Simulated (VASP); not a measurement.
# NaLiC3 (R-3m) in VASP: further runs

Runs on NaLiC3. Level: PBE. Tasks: single point, relaxation of cell and atoms.

Program: VASP 6.6.1. These are calculated values, not measurements. Logs are shortened: lines on timing, memory, paths and dates and some standing lists are left out, and cuts for length are marked.

### Step 1. The cell of the first run

It takes space group R-3m (No. 166, trigonal). Conventional cell: a = 3.763 Å, b = 3.763 Å, c = 14.153 Å, α = 90.00°, β = 90.00°, γ = 120.00°. Within 3.4 Å of Na (site symmetry -3m) lie 6 C at 2.60 Å and 6 Li at 3.21 Å. Within 2.5 Å of Li (site symmetry -3m) lie 6 C at 1.88 Å. C (site symmetry 2/m) has 2 Li at 1.88 Å and 4 C at 1.88 Å and 2 Na at 2.60 Å within 2.6 Å.

The cell was generated, and may not be a known phase.

### Step 2. Single point, PBE

Input file INCAR:

```
SYSTEM = NaLiC3
PREC = Accurate
ENCUT = 520
EDIFF = 1E-6
ISMEAR = 0
SIGMA = 0.1
LREAL = .False.
LASPH = .True.
NELM = 80
ALGO = Normal
ISIF = 2
LWAVE = .False.
LCHARG = .True.
GGA = PE
LELF = .True.
LVHAR = .True.
NBANDS = 19
```

Input file KPOINTS:

```
Automatic mesh
0
Gamma
  12 12 12
  0 0 0
```

Input file POSCAR:

```
NaLiC3
1.0
    1.8815678976      1.0863237322      4.7176885243
   -1.8815678976      1.0863237322      4.7176885243
    0.0000000000     -2.1726474644      4.7176885243
Na Li C
1 1 3
Direct
    0.0000000000      0.0000000000      0.0000000000
    0.5000000000      0.5000000000      0.5000000000
    0.0000000000      0.0000000000      0.5000000000
    0.5000000000      0.0000000000      0.0000000000
    0.0000000000      0.5000000000      0.0000000000
```

Potentials or basis: VASP PAW PBE potentials, release 64 (Na_pv, Li_sv, C).

On the command line:

```bash
> cat potpaw_PBE.64/Na_pv/POTCAR potpaw_PBE.64/Li_sv/POTCAR potpaw_PBE.64/C/POTCAR > POTCAR
> mpirun -np 1 vasp_std > vasp.out
```

OUTCAR:

```text
SYSTEM = NaLiC3
   PREC = Accurate
   ENCUT = 520
   EDIFF = 1E-6
   ISMEAR = 0
   LREAL = .False.
   LASPH = .True.
   NELM = 80
   ISIF = 2
   GGA = PE

 ion  position               nearest neighbor table
   1  0.000  0.000  0.000-
   2  0.500  0.500  0.500-   3 1.88   3 1.88   4 1.88   4 1.88   5 1.88   5 1.88
   3  0.000  0.000  0.500-   2 1.88   2 1.88   4 1.88   5 1.88   5 1.88   4 1.88
   4  0.500  0.000  0.000-   5 1.88   5 1.88   2 1.88   2 1.88   3 1.88   3 1.88
   5  0.000  0.500  0.000-   4 1.88   4 1.88   3 1.88   2 1.88   2 1.88   3 1.88

  LATTYP: Found a trigonal (rhomboedric) cell.
 ALAT       =     5.1939370440
 COS(alpha) =     0.7375319633

  Lattice vectors:

 A1 = (   1.8815678976,   1.0863237322,   4.7176885243)
 A2 = (  -1.8815678976,   1.0863237322,   4.7176885243)
 A3 = (   0.0000000000,  -2.1726474644,   4.7176885243)

Analysis of symmetry for initial positions (statically):
=====================================================================
 Subroutine PRICEL returns:
 Original cell was already a primitive cell.

 Routine SETGRP: Setting up the symmetry group for a
 trigonal (rhombohedral) supercell.

 Subroutine GETGRP returns: Found 12 space group operations
 (whereof 12 operations were pure point group operations)
 out of a pool of 12 trial point group operations.

The static configuration has the point symmetry D_3d.

Analysis of symmetry for dynamics (positions and initial velocities):
=====================================================================
 Subroutine PRICEL returns:
 Original cell was already a primitive cell.

 Routine SETGRP: Setting up the symmetry group for a
 trigonal (rhombohedral) supercell.

 Subroutine GETGRP returns: Found 12 space group operations
 (whereof 12 operations were pure point group operations)
 out of a pool of 12 trial point group operations.

The dynamic configuration has the point symmetry D_3d.

 Subroutine INISYM returns: Found 12 space group operations
 (whereof 12 operations are pure point group operations),
 and found     1 'primitive' translations

----------------------------------------------------------------------------------------

                                     Primitive cell

  volume of cell :      57.8575

  direct lattice vectors                    reciprocal lattice vectors
     1.881567898  1.086323732  4.717688524     0.265735826  0.153422651  0.070656071
    -1.881567898  1.086323732  4.717688524    -0.265735826  0.153422651  0.070656071
     0.000000000 -2.172647464  4.717688524     0.000000000 -0.306845302  0.070656071

[... 93 lines left out ...]
   IBRION =     -1    ionic relax: 0-MD 1-quasi-New 2-CG
   NFREE  =      0    steps in history (QN), initial steepest desc. (CG)
   ISIF   =      2    stress and relaxation
   ISYM   =      2    0-nonsym 1-usesym 2-fastsym
   POTIM  = 0.5000    time-step for ionic-motion
   TEBEG  =    0.0;   TEEND  =   0.0 temperature during run
   PSTRESS=    0.0 pullay stress
   NELECT =      22.0000    total number of electrons
   NUPDOWN=      -1.0000    fix difference up-down
   EMIN   =  10.00;   EMAX   =-10.00  energy-range for DOS
   EFERMI =   0.00;   METHOD = LEGACY
   ISMEAR =     0;   SIGMA  =   0.10  broadening in eV -4-tet -1-fermi 0-gaus
   EFERMI_NEDOS =   21; number of points for ismear=-14 and -15
   IALGO  =     38    algorithm
   IMIX   =      4    mixing-type and parameters
     AMIX     =   0.40;   BMIX     =  1.00
     AMIX_MAG =   1.60;   BMIX_MAG =  1.00
  volume/ion in A,a.u.               =      11.57        78.09
  Fermi-wavevector in a.u.,A,eV,Ry     =   1.186030  2.241273 19.138883  1.406668
  Thomas-Fermi vector in A             =   2.322212
   LORBIT       =      0    0 simple, 1 ext, 2 COOP (PROOUT), +10 PAW based schemes
   GGA     = PE    functional components
   LHFCALC =     F    Hartree Fock is set to
   AEXX    =    0.0000 exact exchange contribution
   IVDW    =     0    specifies the selected vdW correction
   LEPSILON=     F    determine dielectric tensor
   LRPA    =     F    only Hartree local field effects (RPA)
 non-spin polarized calculation
 Gauss-broadening in eV      SIGMA  =   0.10
  energy-cutoff  :      520.00
  volume of cell :       57.86
 maximum number of plane-waves:      1572
   NGX = 19   NGY = 19   NGZ = 19

 number of electron      21.9999997 magnetization

 Free energy of the ion-electron system (eV)
  ---------------------------------------------------
  ext. energy  EPLUGINS =         0.00000000
  ---------------------------------------------------
  free energy    TOTEN  =       -21.98465908 eV

  energy without entropy =      -21.97285831  energy(sigma->0) =      -21.97875870

 E-fermi :   3.9266     XC(G=0):  -9.2310

 val. band max:        3.9253967183   @ k =  -0.3333   0.3333   0.0833
 cond. band min:       3.9318431453   @ k =  -0.2500   0.0833   0.0000
 fundamental gap:      0.0064464270
 Fermi energy:         3.9266247998

 k-point     1 :       0.0000    0.0000    0.0000
  band No.  band energies     occupation
      1     -41.1411      2.00000
      2     -20.9327      2.00000
      3     -20.9327      2.00000
      4     -20.8395      2.00000
      5     -11.8267      2.00000
      6      -4.1642      2.00000
[... 505 lines left out ...]
      6      -8.7585      2.00000
[... 11 lines left out ...]
     18      11.1688      0.00000
     19      13.1662      0.00000

 [... further k-points ...]

------------------------ aborting loop because EDIFF is reached ----------------------------------------

  FORCE on cell =-STRESS in cart. coord.  units (eV):
  Direction    XX          YY          ZZ          XY          YZ          ZX
  --------------------------------------------------------------------------------------
  -------------------------------------------------------------------------------------
  Total        0.2045749      0.2045749      0.0123785      0.0000000      0.0000000      0.0000000
  in kB        5.6650434      5.6650434      0.3427838      0.0000000      0.0000000      0.0000000
  external PRESSURE =       3.8909568 kB  Pullay stress =       0.0000000 kB

 VOLUME and BASIS-vectors are now :
 -----------------------------------------------------------------------------
  energy-cutoff  :      520.00
  volume of cell :       57.86
      direct lattice vectors                 reciprocal lattice vectors
     1.881567898  1.086323732  4.717688524     0.265735826  0.153422651  0.070656071
    -1.881567898  1.086323732  4.717688524    -0.265735826  0.153422651  0.070656071
     0.000000000 -2.172647464  4.717688524     0.000000000 -0.306845302  0.070656071

 POSITION                                       TOTAL-FORCE (eV/Angst)
 -----------------------------------------------------------------------------------
      0.00000      0.00000      0.00000         0.000000      0.000000      0.000000
      0.00000      0.00000      7.07653        -0.000000     -0.000000      0.000000
      0.00000     -1.08632      2.35884         0.000000      0.000000      0.000000
      0.94078      0.54316      2.35884         0.000000      0.000000     -0.000000
     -0.94078      0.54316      2.35884         0.000000      0.000000     -0.000000
 -----------------------------------------------------------------------------------
    total drift:                               -0.000000      0.000000     -0.000000

  FREE ENERGIE OF THE ION-ELECTRON SYSTEM (eV)
  ---------------------------------------------------
  free  energy   TOTEN  =       -21.9846590806 eV

  energy  without entropy=      -21.9728583123  energy(sigma->0) =      -21.97875870
```

Wall time 3.9 min (1 thread of Oxide Virtual Turin-like, shared host); peak memory 0.32 GiB.

What came out:

* Free energy: -21.9847 eV
* Band gap on the k mesh: zero (bands 11 and 12 overlap by 1.52 eV)

Caveat: the cutoff is under 1.25 times the usual one of these potentials, so pressure, stress and relaxed cells hold a basis-set (Pulay) error.

### Step 3. Relaxation of cell and atoms, PBE

This run uses another cell than the first one, of 11.37 Å³/atom.

Input file INCAR:

```
SYSTEM = NaLiC3
ALGO = Normal
EDIFF = 1E-7
EDIFFG = -0.01
ENCUT = 600
GGA = PE
IBRION = 2
ISIF = 3
ISMEAR = 0
LASPH = .True.
LCHARG = .False.
LREAL = .False.
LWAVE = .False.
NELM = 60
NSW = 100
PREC = Accurate
SIGMA = 0.1
```

Input file KPOINTS:

```
k-points
0
Gamma
  12 12 12
  0 0 0
```

POSCAR: that of step 2 with these lines changed.

```diff
@@ -2,5 +2,5 @@
 1.0
-    1.8815678976      1.0863237322      4.7176885243
-   -1.8815678976      1.0863237322      4.7176885243
-    0.0000000000     -2.1726474644      4.7176885243
+    1.8691681709      1.0791647466      4.6983997702
+   -1.8691681709      1.0791647466      4.6983997702
+    0.0000000000     -2.1583294932      4.6983997702
 Na Li C
```

Potentials or basis: VASP PAW PBE potentials, release 64 (Na_pv, Li_sv, C).

On the command line:

```bash
> cat potpaw_PBE.64/Na_pv/POTCAR potpaw_PBE.64/Li_sv/POTCAR potpaw_PBE.64/C/POTCAR > POTCAR
> mpirun -np 1 vasp_std > vasp.out
```

OUTCAR:

```text
SYSTEM = NaLiC3
   EDIFF = 1E-7
   EDIFFG = -0.01
   ENCUT = 600
   GGA = PE
   IBRION = 2
   ISIF = 3
   ISMEAR = 0
   LASPH = .True.
   LREAL = .False.
   NELM = 60
   NSW = 100
   PREC = Accurate

 ion  position               nearest neighbor table
   1  0.000  0.000  0.000-
   2  0.500  0.500  0.500-   4 1.87   5 1.87   4 1.87   5 1.87   3 1.87   3 1.87
   3  0.000  0.000  0.500-   4 1.87   5 1.87   5 1.87   4 1.87   2 1.87   2 1.87
   4  0.500  0.000  0.000-   2 1.87   3 1.87   2 1.87   3 1.87   5 1.87   5 1.87
   5  0.000  0.500  0.000-   2 1.87   3 1.87   3 1.87   2 1.87   4 1.87   4 1.87

  LATTYP: Found a trigonal (rhomboedric) cell.
 ALAT       =     5.1704300210
 COS(alpha) =     0.7386193578

  Lattice vectors:

 A1 = (   1.8691681709,   1.0791647466,   4.6983997702)
 A2 = (  -1.8691681709,   1.0791647466,   4.6983997702)
 A3 = (   0.0000000000,  -2.1583294932,   4.6983997702)

Analysis of symmetry for initial positions (statically):
=====================================================================
 Subroutine PRICEL returns:
 Original cell was already a primitive cell.

 Routine SETGRP: Setting up the symmetry group for a
 trigonal (rhombohedral) supercell.

 Subroutine GETGRP returns: Found 12 space group operations
 (whereof 12 operations were pure point group operations)
 out of a pool of 12 trial point group operations.

[... 249 lines left out ...]

 Free energy of the ion-electron system (eV)
  ---------------------------------------------------
  ext. energy  EPLUGINS =         0.00000000
  ---------------------------------------------------
  free energy    TOTEN  =       -21.98660482 eV

  energy without entropy =      -21.97492636  energy(sigma->0) =      -21.98076559

 E-fermi :   3.8841     XC(G=0):  -9.2125

 val. band max:        3.8809027808   @ k =   0.3333   0.0833   0.0000
 cond. band min:       3.8843207302   @ k =  -0.1667  -0.2500   0.0833
 fundamental gap:      0.0034179494
 Fermi energy:         3.8840733013

 k-point     1 :       0.0000    0.0000    0.0000
  band No.  band energies     occupation
      1     -41.1710      2.00000
      2     -20.9574      2.00000
      3     -20.9574      2.00000
      4     -20.8635      2.00000
      5     -11.8011      2.00000
      6      -4.1355      2.00000
      7      -1.7838      2.00000
      8      -1.3769      2.00000
      9      -1.3769      2.00000
     10      -1.2293      2.00000
     11      -1.2293      2.00000
     12       3.6947      1.99258
     13       5.7471      0.00000
     14       5.7471      0.00000
[... 401 lines left out ...]
      2     -20.9806      2.00000
      3     -20.9674      2.00000
      4     -20.8606      2.00000
      5     -10.2044      2.00000
      6      -8.7407      2.00000
      7      -4.4297      2.00000
      8      -0.4637      2.00000
      9       0.4390      2.00000
     10       1.5534      2.00000
     11       3.5737      1.99999
     12       4.2670      0.00000
     13       6.2194      0.00000
     14       7.3747      0.00000
     15       7.9640      0.00000

 [... further k-points ...]

------------------------ aborting loop because EDIFF is reached ----------------------------------------

  FORCE on cell =-STRESS in cart. coord.  units (eV):
  Direction    XX          YY          ZZ          XY          YZ          ZX
  --------------------------------------------------------------------------------------
  -------------------------------------------------------------------------------------
  Total       -0.0104604     -0.0104604     -0.0089101      0.0000000     -0.0000000     -0.0000000
  in kB       -0.2884448     -0.2884448     -0.2456959      0.0000000     -0.0000000     -0.0000000
  external PRESSURE =      -0.2741952 kB  Pullay stress =       0.0000000 kB
[... 20 lines left out ...]
  FREE ENERGIE OF THE ION-ELECTRON SYSTEM (eV)
  ---------------------------------------------------
  free  energy   TOTEN  =       -21.9866048169 eV

  energy  without entropy=      -21.9749263644  energy(sigma->0) =      -21.98076559

 reached required accuracy - stopping structural energy minimisation
```

Run time: 7.4 min. Hardware: 1 thread of Oxide Virtual Turin-like, shared host; peak memory 0.36 GiB.

What came out:

- Free energy: -21.9866 eV
- Relaxed volume: 11.62 Å³/atom
- Relaxed cell: a = 5.191 Å, b = 5.191 Å, c = 5.191 Å, α = 42.62°, β = 42.62°, γ = 42.62°
- Space group after relaxing (to 0.1 Å): R-3m (No. 166)
- Energy gained by relaxing: 1.2 meV/atom
- Ionic steps: 3
- Pressure after relaxing: 0.0 GPa
- Band gap on the k mesh: zero (bands 11 and 12 overlap by 1.48 eV)

The path:
```
step  energy change (eV)  largest force (eV/Å)  pressure (GPa)  volume (Å³)
   1              0.0000                0.0000            1.39        56.86
   2             -0.0055                0.0000            0.44        57.68
   3             -0.0061                0.0000           -0.03        58.10
```

Final structure:
```xyz
5
Lattice="1.8867 1.0893 4.7120 -1.8867 1.0893 4.7120 0.0000 -2.1786 4.7120" Properties=species:S:1:pos:R:3 pbc="T T T"
Na    0.0000    0.0000    0.0000
Li    0.0000    0.0000    7.0681
C     0.0000   -1.0893    2.3560
C     0.9433    0.5446    2.3560
C    -0.9433    0.5446    2.3560
```

Levels at points of the mesh, in eV from the Fermi level:
```csv
k point,band 8,band 9,band 10,band 11,band 12,band 13,band 14,band 15
"(0.00, 0.00, 0.00)",-5.26,-5.26,-5.11,-5.11,-0.19,1.86,1.86,8.27
"(0.50, 0.00, 0.00)",-5.61,-3.65,-2.30,1.18,1.38,2.60,2.81,3.37
"(0.50, 0.50, 0.00)",-5.62,-3.98,-2.57,1.28,1.44,2.80,2.82,4.02
"(0.50, 0.50, 0.50)",-5.28,-5.28,-5.10,-5.10,1.84,1.84,2.61,6.12
```

Caveat: the cutoff is under 1.25 times the usual one of these potentials, so pressure, stress and relaxed cells hold a basis-set (Pulay) error.
